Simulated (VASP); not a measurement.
# Bi2Te3 (R3m) in VASP: notebook

The runs below take Bi2Te3 through single point, with PBE.

Everything below comes from runs of VASP 6.6.1. Logs are shortened: lines on timing, memory, paths and dates and some standing lists are left out, and cuts for length are marked.

### 1 The cell of the first run

Symmetry: R3m, No. 160, trigonal system. Conventional cell: a = 4.417 Å, b = 4.417 Å, c = 29.840 Å, α = 90.00°, β = 90.00°, γ = 120.00°. Within 4.0 Å of Bi (site symmetry 3m) lie 3 Te at 3.03 Å and 3 Bi at 3.43 Å. Within 4.7 Å of Bi (site symmetry 3m) lie 9 Te at 3.27 to 4.68 Å and 9 Bi at 3.43 to 4.42 Å. Within 4.0 Å of Te (site symmetry 3m) lie 6 Te at 3.04 to 3.45 Å. Te (site symmetry 3m) has 3 Bi at 3.03 Å and 3 Te at 3.45 Å within 4.0 Å. Te (site symmetry 3m) has 3 Te at 3.04 Å and 3 Bi at 3.27 Å within 4.0 Å.

### 2 Single point, PBE

Input file INCAR:

```
ALGO = Normal
EDIFF = 1E-6
ENCUT = 520
GGA = PE
ISIF = 2
ISMEAR = 0
LASPH = True
LCHARG = False
LREAL = False
LWAVE = False
NBANDS = 32
NELM = 80
PREC = Accurate
SIGMA = 0.01
```

Input file KPOINTS:

```
k-points
0
Gamma
  3 3 3
```

Input file POSCAR:

```
Bi2Te3
1.0
    2.2085000000      1.2750780700      9.9466666700
   -2.2085000000      1.2750780700      9.9466666700
    0.0000000000     -2.5501561400      9.9466666700
Bi Te
2 3
Direct
    0.1880000000      0.1880000000      0.1880000000
    0.5980000000      0.5980000000      0.5980000000
    0.3890000000      0.3890000000      0.3890000000
    0.8000000000      0.8000000000      0.8000000000
    0.0000000000      0.0000000000      0.0000000000
```

Potentials or basis: VASP PAW PBE potentials, release 64 (Bi_d, Te).

Command:

```
$ cat potpaw_PBE.64/Bi_d/POTCAR potpaw_PBE.64/Te/POTCAR > POTCAR
$ mpirun -np 1 vasp_std > vasp.out
```

OUTCAR:

```text
EDIFF = 1E-6
   ENCUT = 520
   GGA = PE
   ISIF = 2
   ISMEAR = 0
   LASPH = True
   LREAL = False
   NELM = 80
   PREC = Accurate

 ion  position               nearest neighbor table
   1  0.188  0.188  0.188-   4 3.03   4 3.03   4 3.03   2 3.43   2 3.43   2 3.43
   2  0.598  0.598  0.598-   5 3.27   5 3.27   5 3.27   1 3.43   1 3.43   1 3.43
   3  0.389  0.389  0.389-   5 3.04   5 3.04   5 3.04   4 3.45   4 3.45   4 3.45
   4  0.800  0.800  0.800-   1 3.03   1 3.03   1 3.03   3 3.45   3 3.45   3 3.45
   5  0.000  0.000  0.000-   3 3.04   3 3.04   3 3.04   2 3.27   2 3.27   2 3.27

  LATTYP: Found a trigonal (rhomboedric) cell.
 ALAT       =    10.2683725185
 COS(alpha) =     0.9074829936

  Lattice vectors:

 A1 = (   2.2085000000,   1.2750780700,   9.9466666700)
 A2 = (  -2.2085000000,   1.2750780700,   9.9466666700)
 A3 = (   0.0000000000,  -2.5501561400,   9.9466666700)

Analysis of symmetry for initial positions (statically):
=====================================================================
 Subroutine PRICEL returns:
 Original cell was already a primitive cell.

 Routine SETGRP: Setting up the symmetry group for a
 trigonal (rhombohedral) supercell.

 Subroutine GETGRP returns: Found  6 space group operations
 (whereof  6 operations were pure point group operations)
 out of a pool of 12 trial point group operations.

The static configuration has the point symmetry C_3v.

Analysis of symmetry for dynamics (positions and initial velocities):
=====================================================================
 Subroutine PRICEL returns:
 Original cell was already a primitive cell.

 Routine SETGRP: Setting up the symmetry group for a
 trigonal (rhombohedral) supercell.

 Subroutine GETGRP returns: Found  6 space group operations
 (whereof  6 operations were pure point group operations)
 out of a pool of 12 trial point group operations.

The dynamic configuration has the point symmetry C_3v.

 Subroutine INISYM returns: Found  6 space group operations
 (whereof  6 operations are pure point group operations),
 and found     1 'primitive' translations

----------------------------------------------------------------------------------------

                                     Primitive cell

  volume of cell :     168.0595

  direct lattice vectors                    reciprocal lattice vectors
     2.208500000  1.275078070  9.946666670     0.226398008  0.130710951  0.033512064
    -2.208500000  1.275078070  9.946666670    -0.226398008  0.130710951  0.033512064
     0.000000000 -2.550156140  9.946666670     0.000000000 -0.261421901  0.033512064

  length of vectors
    10.268372518 10.268372518 10.268372519     0.263561129  0.263561129  0.263561129

  position of ions in fractional coordinates (direct lattice)
     0.188000000  0.188000000  0.188000000
     0.598000000  0.598000000  0.598000000
     0.389000000  0.389000000  0.389000000
     0.800000000  0.800000000  0.800000000
     0.000000000  0.000000000  0.000000000

  ion indices of the primitive-cell ions
   primitive index   ion index
                 1           1
                 2           2
                 3           3
                 4           4
                 5           5

----------------------------------------------------------------------------------------

 KPOINTS: k-points

Automatic generation of k-mesh.
 Grid dimensions read from file:
 generate k-points for:    3    3    3

 Generating k-lattice:

  Cartesian coordinates                     Fractional coordinates (reciprocal lattice)
     0.075466003  0.043570317  0.011170688     0.333333333 -0.000000000 -0.000000000
    -0.075466003  0.043570317  0.011170688    -0.000000000  0.333333333 -0.000000000
     0.000000000 -0.087140634  0.011170688    -0.000000000 -0.000000000  0.333333333

  Length of vectors
     0.087853710  0.087853710  0.087853710

  Shift w.r.t. Gamma in fractional coordinates (k-lattice)
     0.000000000  0.000000000  0.000000000

 Subroutine IBZKPT returns following result:
 ===========================================

 Found      6 irreducible k-points:

 Following reciprocal coordinates:
            Coordinates               Weight
  0.000000  0.000000  0.000000      1.000000
  0.333333 -0.000000  0.000000      6.000000
  0.333333  0.333333  0.000000      6.000000
 -0.333333  0.333333  0.000000      6.000000
  0.333333  0.333333  0.333333      2.000000
 -0.333333  0.333333  0.333333      6.000000
   k-points           NKPTS =      6   k-points in BZ     NKDIM =      6   number of bands    NBANDS=     32
   number of dos      NEDOS =    301   number of ions     NIONS =      5
   total plane-waves  NPLWV = 512000
   dimension x,y,z NGX =    80 NGY =   80 NGZ =   80
   dimension x,y,z NGXF=   160 NGYF=  160 NGZF=  160
   ions per type =               2   3
   NGX,Y,Z   is equivalent  to a cutoff of  12.95, 12.95, 12.95 a.u.
   NGXF,Y,Z  is equivalent  to a cutoff of  25.90, 25.90, 25.90 a.u.
 SYSTEM =  unknown system
   PREC   = accura    normal or accurate (medium, high low for compatibility)
   ISTART =      0    job   : 0-new  1-cont  2-samecut
   ICHARG =      2    charge: 1-file 2-atom 10-const
   ISPIN  =      1    spin polarized calculation?
   LNONCOLLINEAR =      F non collinear calculations
   LSORBIT =      F    spin-orbit coupling
   LASPH  =      T    aspherical Exc in radial PAW
   ENCUT  =  520.0 eV  38.22 Ry    6.18 a.u.  19.09 19.09 19.09*2*pi/ulx,y,z
   NELM   =     80;   NELMIN=  2; NELMDL= -5     # of ELM steps
   EDIFF  = 0.1E-05   stopping-criterion for ELM
   LREAL  =      F    real-space projection
   EDIFFG = 0.1E-04   stopping-criterion for IOM
   NSW    =      0    number of steps for IOM
   IBRION =     -1    ionic relax: 0-MD 1-quasi-New 2-CG
   NFREE  =      0    steps in history (QN), initial steepest desc. (CG)
   ISIF   =      2    stress and relaxation
   ISYM   =      2    0-nonsym 1-usesym 2-fastsym
   POTIM  = 0.5000    time-step for ionic-motion
   TEBEG  =    0.0;   TEEND  =   0.0 temperature during run
   PSTRESS=    0.0 pullay stress
   NELECT =      48.0000    total number of electrons
   NUPDOWN=      -1.0000    fix difference up-down
   EMIN   =  10.00;   EMAX   =-10.00  energy-range for DOS
   EFERMI =   0.00;   METHOD = LEGACY
   ISMEAR =     0;   SIGMA  =   0.01  broadening in eV -4-tet -1-fermi 0-gaus
   EFERMI_NEDOS =   21; number of points for ismear=-14 and -15
   IALGO  =     38    algorithm
   IMIX   =      4    mixing-type and parameters
     AMIX     =   0.40;   BMIX     =  1.00
     AMIX_MAG =   1.60;   BMIX_MAG =  1.00
  volume/ion in A,a.u.               =      33.61       226.82
  Fermi-wavevector in a.u.,A,eV,Ry     =   1.078121  2.037354 15.814668  1.162345
  Thomas-Fermi vector in A             =   2.214051
   LORBIT       =      0    0 simple, 1 ext, 2 COOP (PROOUT), +10 PAW based schemes
   GGA     = PE    functional components
   LHFCALC =     F    Hartree Fock is set to
   AEXX    =    0.0000 exact exchange contribution
   IVDW    =     0    specifies the selected vdW correction
   LEPSILON=     F    determine dielectric tensor
   LRPA    =     F    only Hartree local field effects (RPA)
 non-spin polarized calculation
 Gauss-broadening in eV      SIGMA  =   0.01
  energy-cutoff  :      520.00
  volume of cell :      168.06
 maximum number of plane-waves:      4533
 NGX is ok and might be reduce to    80
   NGX = 39   NGY = 39   NGZ = 39

 number of electron      48.0000001 magnetization

 Free energy of the ion-electron system (eV)
  ---------------------------------------------------
  ext. energy  EPLUGINS =         0.00000000
  ---------------------------------------------------
  free energy    TOTEN  =       -16.95080943 eV

  energy without entropy =      -16.95080911  energy(sigma->0) =      -16.95080927

 E-fermi :   6.3088     XC(G=0):  -9.4024

 val. band max:        6.2789790607   @ k =  -0.3333   0.3333   0.0000
 cond. band min:       6.3357033080   @ k =   0.0000   0.0000   0.0000
 fundamental gap:      0.0567242473
 Fermi energy:         6.3088365836

 k-point     1 :       0.0000    0.0000    0.0000
  band No.  band energies     occupation
      1     -16.7350      2.00000
      2     -16.7350      2.00000
      3     -16.7006      2.00000
      4     -16.7006      2.00000
      5     -16.6911      2.00000
      6     -16.0694      2.00000
[... 24 lines left out ...]
     31      11.0785      0.00000
     32      11.3530      0.00000

 k-point     2 :       0.3333   -0.0000    0.0000
  band No.  band energies     occupation
      1     -16.7379      2.00000
      2     -16.7259      2.00000
      3     -16.7043      2.00000
      4     -16.7004      2.00000
      5     -16.6850      2.00000
      6     -16.0682      2.00000
[... 24 lines left out ...]
     31      10.4057      0.00000
     32      11.2238      0.00000

 k-point     3 :       0.3333    0.3333    0.0000
  band No.  band energies     occupation
      1     -16.7379      2.00000
      2     -16.7259      2.00000
      3     -16.7043      2.00000
      4     -16.7003      2.00000
      5     -16.6850      2.00000
      6     -16.0682      2.00000
[... 24 lines left out ...]
     31       9.8659      0.00000
     32      11.8140      0.00000

 k-point     4 :      -0.3333    0.3333    0.0000
  band No.  band energies     occupation
      1     -16.7355      2.00000
      2     -16.7253      2.00000
      3     -16.7039      2.00000
      4     -16.7015      2.00000
      5     -16.6827      2.00000
      6     -16.0684      2.00000
[... 24 lines left out ...]
     31      11.6663      0.00000
     32      11.9198      0.00000

 k-point     5 :       0.3333    0.3333    0.3333
  band No.  band energies     occupation
      1     -16.7350      2.00000
      2     -16.7350      2.00000
      3     -16.7006      2.00000
      4     -16.7006      2.00000
      5     -16.6911      2.00000
      6     -16.0695      2.00000
[... 24 lines left out ...]
     31      11.0247      0.00000
     32      11.6883      0.00000

 k-point     6 :      -0.3333    0.3333    0.3333
  band No.  band energies     occupation
      1     -16.7379      2.00000
      2     -16.7259      2.00000
      3     -16.7043      2.00000
      4     -16.7004      2.00000
      5     -16.6850      2.00000
      6     -16.0682      2.00000
[... 24 lines left out ...]
     31      10.4788      0.00000
     32      10.7365      0.00000

------------------------ aborting loop because EDIFF is reached ----------------------------------------

  FORCE on cell =-STRESS in cart. coord.  units (eV):
  Direction    XX          YY          ZZ          XY          YZ          ZX
  --------------------------------------------------------------------------------------
  -------------------------------------------------------------------------------------
  Total        1.7243765      1.7243766      1.2331788     -0.0000000      0.0000000      0.0000000
  in kB       16.4391628     16.4391628     11.7563802     -0.0000000      0.0000000      0.0000000
  external PRESSURE =      14.8782353 kB  Pullay stress =       0.0000000 kB

 VOLUME and BASIS-vectors are now :
 -----------------------------------------------------------------------------
  energy-cutoff  :      520.00
  volume of cell :      168.06
      direct lattice vectors                 reciprocal lattice vectors
     2.208500000  1.275078070  9.946666670     0.226398008  0.130710951  0.033512064
    -2.208500000  1.275078070  9.946666670    -0.226398008  0.130710951  0.033512064
     0.000000000 -2.550156140  9.946666670     0.000000000 -0.261421901  0.033512064

 POSITION                                       TOTAL-FORCE (eV/Angst)
 -----------------------------------------------------------------------------------
      0.00000      0.00000      5.60992         0.000000     -0.000000      0.686182
      0.00000      0.00000     17.84432         0.000000      0.000000      0.619905
      0.00000      0.00000     11.60776         0.000000     -0.000000      0.830364
      0.00000      0.00000     23.87200         0.000000     -0.000000     -0.751285
      0.00000      0.00000      0.00000         0.000000     -0.000000     -1.385166
 -----------------------------------------------------------------------------------
    total drift:                                0.000000     -0.000000      0.000017

  FREE ENERGIE OF THE ION-ELECTRON SYSTEM (eV)
  ---------------------------------------------------
  free  energy   TOTEN  =       -16.9508094302 eV

  energy  without entropy=      -16.9508091085  energy(sigma->0) =      -16.95080927
```

Run time: 5.8 min. Hardware: 1 thread of Intel Xeon 8259CL, shared host; peak memory 0.88 GiB.

What came out:

| Quantity | Value |
| --- | --- |
| Free energy | -16.9508 eV |
| Pressure | 1.5 GPa |
| Largest force | 1.385 eV/Å |
| Band gap on the k mesh | 0.06 eV (least direct gap 0.32 eV) |

Forces on the atoms (eV/Å):
```
Bi   0.000  0.000  0.686
Bi   0.000  0.000  0.620
Te   0.000  0.000  0.830
Te   0.000  0.000 -0.751
Te   0.000  0.000 -1.385
```

Caveat: the k points lie up to 0.55 Å⁻¹ apart; spin-orbit coupling is left out, which moves the levels of the heavy elements; an odd mesh through Γ misses points on the zone boundary, where band edges can lie; forces of over 1 eV/Å act on the atoms, so gaps and moduli don't describe the material at rest.

### 3 Single point, PBE

Input file INCAR:

```
SYSTEM = Bi2Te3
  PREC = Accurate
  ENCUT = 520
  EDIFF = 1E-6
  ISMEAR = 0
  SIGMA = 0.01
  LREAL = .FALSE.
  LASPH = .TRUE.
  NELM = 60
  ALGO = Normal
  ISIF = 2
  LWAVE = .FALSE.
  LCHARG = .FALSE.
  GGA = PE
  NBANDS = 32
```

Input file KPOINTS:

```
regular mesh
0
G
  3 3 3
  0 0 0
```

POSCAR is that of step 2.

Potentials or basis: VASP PAW PBE potentials, release 64 (Bi_d, Te).

Command:

```
$ cat potpaw_PBE.64/Bi_d/POTCAR potpaw_PBE.64/Te/POTCAR > POTCAR
$ mpirun -np 1 vasp_std > vasp.out
```

OUTCAR:

```text
SYSTEM = Bi2Te3
   PREC = Accurate
   ENCUT = 520
   EDIFF = 1E-6
   ISMEAR = 0
   LREAL = .FALSE.
   LASPH = .TRUE.
   NELM = 60
   ISIF = 2
   GGA = PE

 ion  position               nearest neighbor table
   1  0.188  0.188  0.188-   4 3.03   4 3.03   4 3.03   2 3.43   2 3.43   2 3.43
   2  0.598  0.598  0.598-   5 3.27   5 3.27   5 3.27   1 3.43   1 3.43   1 3.43
   3  0.389  0.389  0.389-   5 3.04   5 3.04   5 3.04   4 3.45   4 3.45   4 3.45
   4  0.800  0.800  0.800-   1 3.03   1 3.03   1 3.03   3 3.45   3 3.45   3 3.45
   5  0.000  0.000  0.000-   3 3.04   3 3.04   3 3.04   2 3.27   2 3.27   2 3.27

  LATTYP: Found a trigonal (rhomboedric) cell.
 ALAT       =    10.2683725185
 COS(alpha) =     0.9074829936

  Lattice vectors:

 A1 = (   2.2085000000,   1.2750780700,   9.9466666700)
 A2 = (  -2.2085000000,   1.2750780700,   9.9466666700)
 A3 = (   0.0000000000,  -2.5501561400,   9.9466666700)

Analysis of symmetry for initial positions (statically):
=====================================================================
 Subroutine PRICEL returns:
 Original cell was already a primitive cell.

[... 159 lines left out ...]
 val. band max:        6.2789790607   @ k =  -0.3333   0.3333   0.0000
 cond. band min:       6.3357033080   @ k =   0.0000   0.0000   0.0000
 fundamental gap:      0.0567242473
 Fermi energy:         6.3088365836

 k-point     1 :       0.0000    0.0000    0.0000
  band No.  band energies     occupation
      1     -16.7350      2.00000
      2     -16.7350      2.00000
      3     -16.7006      2.00000
      4     -16.7006      2.00000
      5     -16.6911      2.00000
      6     -16.0694      2.00000
[... 199 lines left out ...]
     31      10.4788      0.00000
     32      10.7365      0.00000

------------------------ aborting loop because EDIFF is reached ----------------------------------------

  FORCE on cell =-STRESS in cart. coord.  units (eV):
  Direction    XX          YY          ZZ          XY          YZ          ZX
  --------------------------------------------------------------------------------------
  -------------------------------------------------------------------------------------
  Total        1.7243765      1.7243766      1.2331788     -0.0000000      0.0000000      0.0000000
  in kB       16.4391628     16.4391628     11.7563802     -0.0000000      0.0000000      0.0000000
  external PRESSURE =      14.8782353 kB  Pullay stress =       0.0000000 kB

 VOLUME and BASIS-vectors are now :
 -----------------------------------------------------------------------------
  energy-cutoff  :      520.00
  volume of cell :      168.06
      direct lattice vectors                 reciprocal lattice vectors
     2.208500000  1.275078070  9.946666670     0.226398008  0.130710951  0.033512064
    -2.208500000  1.275078070  9.946666670    -0.226398008  0.130710951  0.033512064
     0.000000000 -2.550156140  9.946666670     0.000000000 -0.261421901  0.033512064

 POSITION                                       TOTAL-FORCE (eV/Angst)
 -----------------------------------------------------------------------------------
      0.00000      0.00000      5.60992         0.000000     -0.000000      0.686182
      0.00000      0.00000     17.84432         0.000000      0.000000      0.619905
      0.00000      0.00000     11.60776         0.000000     -0.000000      0.830364
      0.00000      0.00000     23.87200         0.000000     -0.000000     -0.751285
      0.00000      0.00000      0.00000         0.000000     -0.000000     -1.385166
 -----------------------------------------------------------------------------------
    total drift:                                0.000000     -0.000000      0.000017

  FREE ENERGIE OF THE ION-ELECTRON SYSTEM (eV)
  ---------------------------------------------------
  free  energy   TOTEN  =       -16.9508094302 eV

  energy  without entropy=      -16.9508091085  energy(sigma->0) =      -16.95080927
```

It took 4.7 min on 1 thread of Intel Xeon 8259CL, shared host; peak memory 0.88 GiB.

What came out:

```yaml
Free_energy: -16.9508 eV
Pressure: 1.5 GPa
Largest_force: 1.385 eV/Å
Band_gap_on_the_k_mesh: 0.06 eV (least direct gap 0.32 eV)
```

Forces on the atoms (eV/Å):
```
Bi   0.000  0.000  0.686
Bi   0.000  0.000  0.620
Te   0.000  0.000  0.830
Te   0.000  0.000 -0.751
Te   0.000  0.000 -1.385
```

Levels at points of the mesh, in eV from the valence-band top:
| k point | band 20 | band 21 | band 22 | band 23 | band 24 | band 25 | band 26 | band 27 | band 28 | band 29 |
| --- | --- | --- | --- | --- | --- | --- | --- | --- | --- | --- |
| (0.00, 0.00, 0.00) | -1.96 | -1.96 | -0.27 | -0.26 | -0.26 | 0.06 | 0.45 | 0.45 | 2.32 | 2.32 |

Caveat: the k points lie up to 0.55 Å⁻¹ apart; spin-orbit coupling is left out, which moves the levels of the heavy elements; an odd mesh through Γ misses points on the zone boundary, where band edges can lie; forces of over 1 eV/Å act on the atoms, so gaps and moduli don't describe the material at rest.
